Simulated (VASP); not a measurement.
A run of VASP 6.6.1:

The input POSCAR:

```
Si
1.0
    0.0000000000      2.7220493453      2.7220493453
    2.7220493453      0.0000000000      2.7220493453
    2.7220493453      2.7220493453      0.0000000000
Si
2
Direct
    0.5000000000      0.5000000000      0.5000000000
    0.7500000000      0.7500000000      0.7500000000
```

Contents of INCAR.step1:

```
  PREC = Accurate
  ENCUT = 520
  ISMEAR = 0
  SIGMA = 0.02
  LREAL = F
  LASPH = T
  NELM = 60
  NBANDS = 11
  GGA = PE
  ALGO = Normal
  EDIFF = 1E-4
  LWAVE = T
  LCHARG = F
```

Contents of INCAR.step2:

```
  PREC = Accurate
  ENCUT = 520
  EDIFF = 1E-6
  ISMEAR = 0
  SIGMA = 0.02
  LREAL = F
  LASPH = T
  NELM = 60
  ALGO = Normal
  ISIF = 2
  LWAVE = F
  LCHARG = F
  METAGGA = R2SCAN
  LMIXTAU = T
  NBANDS = 11
  ISTART = 1
```

File KPOINTS:

```
regular mesh
0
Gamma
  8 8 8
```

Potentials or basis: VASP PAW PBE potentials, release 64 (Si).

The run is started by

```console
$ cat potpaw_PBE.64/Si/POTCAR > POTCAR
$ cp INCAR.step1 INCAR
$ mpirun -np 1 vasp_std > vasp.out
$ cp INCAR.step2 INCAR
$ mpirun -np 1 vasp_std > vasp.out
```

Hardware: 1 thread of Intel Xeon 6975P-C, on a shared host.

**Question.** Estimate the wall time of this run.

**Answer.** It took 38 s on 1 thread of Intel Xeon 6975P-C (shared host), peak memory 0.16 GiB. Counts: k points 29.
